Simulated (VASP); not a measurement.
# Al2Pt (Fm-3m) in VASP: single point with PBE

Aim: the single point of Al2Pt with PBE.

All numbers are computed with VASP 6.6.1; they aren't measurements. Logs are shortened: lines on timing, memory, paths and dates and some standing lists are left out, and cuts for length are marked.

### 1 The cell of the first run

The structure is cubic, space group Fm-3m (No. 225). Conventional cell: a = 5.946 Å, b = 5.946 Å, c = 5.946 Å, α = 90.00°, β = 90.00°, γ = 90.00°. Al (site symmetry -43m) has 4 Pt at 2.57 Å and 6 Al at 2.97 Å within 3.4 Å. Pt (site symmetry m-3m) has 8 Al at 2.57 Å within 3.4 Å.

### 2 Single point, PBE

The input, INCAR:

```
SYSTEM = Al2Pt
ALGO     = Fast           ! electronic algorithm
EDIFF    = 1E-7           ! SCF threshold, eV
ENCUT    = 520            ! plane-wave cutoff, eV
GGA      = PE             ! functional
ISIF     = 2              ! what is computed and relaxed
ISMEAR   = 0              ! smearing method
ISYM     = 0            
LASPH    = .True.         ! aspherical terms in the spheres
LCHARG   = .False.        ! write CHGCAR
LREAL    = .False.        ! projectors in reciprocal space
LWAVE    = .False.        ! write WAVECAR
NBANDS   = 15             ! bands
NELM     = 80             ! most SCF steps
PREC     = Accurate       ! precision mode
SIGMA    = 0.1            ! smearing width, eV
```

The input, KPOINTS:

```
k-points
0
Gamma
  8 6 16
  0 0 0
```

The input, POSCAR:

```
Al2Pt
1.0
    4.2047455733      0.0000000000      0.0000000000
    0.0000000000      5.9464082160      0.0000000000
    2.1023727866      2.9732041080      2.1023727866
Al Pt
2 1
Direct
    0.5000000000      0.2500000000      0.0000000000
    0.5000000000      0.7500000000      0.0000000000
    0.0000000000      0.0000000000      0.0000000000
```

Potentials or basis: VASP PAW PBE potentials, release 64 (Al, Pt).

Command:

```bash
$ cat potpaw_PBE.64/Al/POTCAR potpaw_PBE.64/Pt/POTCAR > POTCAR
$ mpirun -np 1 vasp_std > vasp.out
```

OUTCAR:

```text
SYSTEM = Al2Pt
   EDIFF = 1E-7
   ENCUT = 520
   GGA = PE
   ISIF = 2
   ISMEAR = 0
   ISYM = 0
   LASPH = .True.
   LREAL = .False.
   NELM = 80
   PREC = Accurate

 ion  position               nearest neighbor table
   1  0.500  0.250  0.000-   3 2.57   3 2.57   3 2.57   3 2.57   2 2.97   2 2.97   2 2.97   2 2.97
                             2 2.97   2 2.97
   2  0.500  0.750  0.000-   3 2.57   3 2.57   3 2.57   3 2.57   1 2.97   1 2.97   1 2.97   1 2.97
                             1 2.97   1 2.97
   3  0.000  0.000  0.000-   2 2.57   1 2.57   2 2.57   1 2.57   2 2.57   1 2.57   2 2.57   1 2.57

IMPORTANT INFORMATION: All symmetrisations will be switched off!
NOSYMM: (Re-)initialisation of all symmetry stuff for point group C_1.

----------------------------------------------------------------------------------------

                                     Primitive cell

  volume of cell :      52.5659

  direct lattice vectors                    reciprocal lattice vectors
     4.204745573  0.000000000  0.000000000     0.237826518  0.000000000 -0.237826518
     0.000000000  5.946408216  0.000000000     0.000000000  0.168168744 -0.237826518
     2.102372787  2.973204108  2.102372787     0.000000000  0.000000000  0.475653037

  length of vectors
     4.204745573  5.946408216  4.204745573     0.336337488  0.291276809  0.475653037

  position of ions in fractional coordinates (direct lattice)
     0.500000000  0.250000000  0.000000000
     0.500000000  0.750000000  0.000000000
     0.000000000  0.000000000  0.000000000

  ion indices of the primitive-cell ions
   primitive index   ion index
                 1           1
                 2           2
                 3           3

----------------------------------------------------------------------------------------

 KPOINTS: k-points

Automatic generation of k-mesh.
 Grid dimensions read from file:
 generate k-points for:    8    6   16

 Generating k-lattice:

  Cartesian coordinates                     Fractional coordinates (reciprocal lattice)
     0.029728315  0.000000000 -0.029728315     0.125000000  0.000000000  0.000000000
     0.000000000  0.028028124 -0.039637753     0.000000000  0.166666667 -0.000000000
     0.000000000  0.000000000  0.029728315     0.000000000  0.000000000  0.062500000

  Length of vectors
     0.042042186  0.048546135  0.029728315

[... 85 lines left out ...]
   PSTRESS=    0.0 pullay stress
   NELECT =      16.0000    total number of electrons
   NUPDOWN=      -1.0000    fix difference up-down
   EMIN   =  10.00;   EMAX   =-10.00  energy-range for DOS
   EFERMI =   0.00;   METHOD = LEGACY
   ISMEAR =     0;   SIGMA  =   0.10  broadening in eV -4-tet -1-fermi 0-gaus
   EFERMI_NEDOS =   21; number of points for ismear=-14 and -15
   IALGO  =     68    algorithm
   IMIX   =      4    mixing-type and parameters
     AMIX     =   0.40;   BMIX     =  1.00
     AMIX_MAG =   1.60;   BMIX_MAG =  1.00
  volume/ion in A,a.u.               =      17.52       118.24
  Fermi-wavevector in a.u.,A,eV,Ry     =   1.101235  2.081033 16.500045  1.212719
  Thomas-Fermi vector in A             =   2.237659
   LORBIT       =      0    0 simple, 1 ext, 2 COOP (PROOUT), +10 PAW based schemes
   GGA     = PE    functional components
   LHFCALC =     F    Hartree Fock is set to
   AEXX    =    0.0000 exact exchange contribution
   IVDW    =     0    specifies the selected vdW correction
   LEPSILON=     F    determine dielectric tensor
   LRPA    =     F    only Hartree local field effects (RPA)
 non-spin polarized calculation
 RMM-DIIS sequential band-by-band and
 Gauss-broadening in eV      SIGMA  =   0.10
  energy-cutoff  :      520.00
  volume of cell :       52.57
 maximum number of plane-waves:      1428
   NGX = 15   NGY = 21   NGZ = 15

 number of electron      16.0000000 magnetization

 Free energy of the ion-electron system (eV)
  ---------------------------------------------------
  ext. energy  EPLUGINS =         0.00000000
  ---------------------------------------------------
  free energy    TOTEN  =       -16.25490063 eV

  energy without entropy =      -16.24914217  energy(sigma->0) =      -16.25202140

 E-fermi :   7.6957     XC(G=0): -10.6204

 val. band max:        7.6929324666   @ k =   0.2500   0.0000   0.3125
 cond. band min:       7.6956980439   @ k =   0.2500  -0.3333   0.1875
 fundamental gap:      0.0027655773
 Fermi energy:         7.6956592965

 k-point     1 :       0.0000    0.0000    0.0000
  band No.  band energies     occupation
      1      -2.4147      2.00000
      2       2.7286      2.00000
      3       2.7317      2.00000
      4       2.7334      2.00000
      5       4.0668      2.00000
      6       4.0672      2.00000
      7      10.5003      0.00000
      8      11.4911      0.00000
      9      11.4937      0.00000
     10      11.4953      0.00000
     11      12.9898      0.00000
     12      12.9929      0.00000
     13      12.9934      0.00000
     14      13.9547      0.00000
[... 401 lines left out ...]
      2       1.9685      2.00000
      3       2.9120      2.00000
      4       3.3578      2.00000
      5       3.8222      2.00000
      6       4.1496      2.00000
      7       5.3914      2.00000
      8       6.4106      2.00000
      9       8.9782      0.00000
     10      11.3707      0.00000
     11      13.3547      0.00000
     12      13.6164      0.00000
     13      14.6454      0.00000
     14      15.2435      0.00000
     15      16.6941      0.00000

 [... further k-points ...]

------------------------ aborting loop because EDIFF is reached ----------------------------------------

  FORCE on cell =-STRESS in cart. coord.  units (eV):
  Direction    XX          YY          ZZ          XY          YZ          ZX
  --------------------------------------------------------------------------------------
  -------------------------------------------------------------------------------------
  Total       -0.0053857     -0.0164879     -0.0968469     -0.0000007     -0.0886021     -0.0000003
  in kB       -0.1641539     -0.5025402     -2.9518339     -0.0000210     -2.7005386     -0.0000095
  external PRESSURE =      -1.2061760 kB  Pullay stress =       0.0000000 kB

 VOLUME and BASIS-vectors are now :
 -----------------------------------------------------------------------------
  energy-cutoff  :      520.00
  volume of cell :       52.57
      direct lattice vectors                 reciprocal lattice vectors
     4.204745573  0.000000000  0.000000000     0.237826518  0.000000000 -0.237826518
     0.000000000  5.946408216  0.000000000     0.000000000  0.168168744 -0.237826518
     2.102372787  2.973204108  2.102372787     0.000000000  0.000000000  0.475653037

 POSITION                                       TOTAL-FORCE (eV/Angst)
 -----------------------------------------------------------------------------------
      2.10237      1.48660      0.00000         0.000000     -0.011366     -0.004723
      2.10237      4.45981      0.00000        -0.000000      0.011367      0.004723
      0.00000      0.00000      0.00000         0.000000     -0.000000      0.000000
 -----------------------------------------------------------------------------------
    total drift:                                0.000000     -0.000000      0.000000

  FREE ENERGIE OF THE ION-ELECTRON SYSTEM (eV)
  ---------------------------------------------------
  free  energy   TOTEN  =       -16.2549006261 eV

  energy  without entropy=      -16.2491421739  energy(sigma->0) =      -16.25202140
```

stdout:

```text
POSCAR found type information on POSCAR AlPt
 POSCAR found :  2 types and       3 ions
 scaLAPACK will be used
 LDA part: xc-table for (Slater+PW92), standard interpolation
 -----------------------------------------------------------------------------
|                                                                             |
|           W    W    AA    RRRRR   N    N  II  N    N   GGGG   !!!           |
|           W    W   A  A   R    R  NN   N  II  NN   N  G    G  !!!           |
|           W    W  A    A  R    R  N N  N  II  N N  N  G       !!!           |
|           W WW W  AAAAAA  RRRRR   N  N N  II  N  N N  G  GGG   !            |
|           WW  WW  A    A  R   R   N   NN  II  N   NN  G    G                |
|           W    W  A    A  R    R  N    N  II  N    N   GGGG   !!!           |
|                                                                             |
|     Your reciprocal lattice and k-lattice belong to different lattice       |
|     classes:                                                                |
|                                                                             |
|        The reciprocal lattice is body-centered cubic,                       |
|        whereas your k-lattice is base centered orthorhombic.                |
|                                                                             |
|     Results are often still useful ...                                      |
|                                                                             |
 -----------------------------------------------------------------------------

 POSCAR, INCAR and KPOINTS ok, starting setup
 FFT: planning ... GRIDC
 FFT: planning ... GRID_SOFT
 FFT: planning ... GRID
 WAVECAR not read
 entering main loop
```

Run time: 12 min. Hardware: 1 thread of Intel Xeon 8259CL, shared host; peak memory 0.46 GiB.

What came out:

| Item | Value |
| --- | --- |
| Free energy | -16.2549 eV |
| Pressure | -0.1 GPa |
| Band gap on the k mesh | zero (bands 8 and 9 overlap by 5.38 eV) |

Levels at points of the mesh, in eV from the Fermi level:
| k point | band 4 | band 5 | band 6 | band 7 | band 8 | band 9 | band 10 | band 11 | band 12 | band 13 |
| --- | --- | --- | --- | --- | --- | --- | --- | --- | --- | --- |
| (0.00, 0.00, 0.00) | -4.96 | -3.63 | -3.63 | 2.80 | 3.80 | 3.80 | 3.80 | 5.29 | 5.30 | 5.30 |
| (0.50, 0.00, 0.00) | -3.72 | -3.72 | -3.37 | -3.15 | -1.58 | -1.58 | 3.01 | 3.35 | 8.05 | 10.60 |
| (0.00, 0.50, 0.00) | -4.65 | -3.66 | -3.42 | -3.41 | 1.00 | 1.01 | 3.72 | 5.07 | 5.07 | 5.19 |
| (0.50, 0.50, 0.00) | -4.65 | -3.65 | -3.42 | -3.41 | 1.00 | 1.01 | 3.72 | 5.06 | 5.07 | 5.20 |
| (0.00, 0.00, 0.50) | -3.72 | -3.72 | -3.36 | -3.15 | -1.58 | -1.58 | 3.01 | 3.35 | 8.05 | 10.60 |
| (0.50, 0.00, 0.50) | -3.72 | -3.72 | -3.37 | -3.15 | -1.58 | -1.58 | 3.01 | 3.35 | 8.05 | 10.60 |
| (0.00, 0.50, 0.50) | -4.64 | -3.66 | -3.42 | -3.41 | 1.00 | 1.01 | 3.72 | 5.07 | 5.07 | 5.19 |
| (0.50, 0.50, 0.50) | -4.65 | -3.65 | -3.42 | -3.41 | 1.00 | 1.01 | 3.72 | 5.06 | 5.07 | 5.20 |

Caveat: spin-orbit coupling is left out, which moves the levels of the heavy elements.
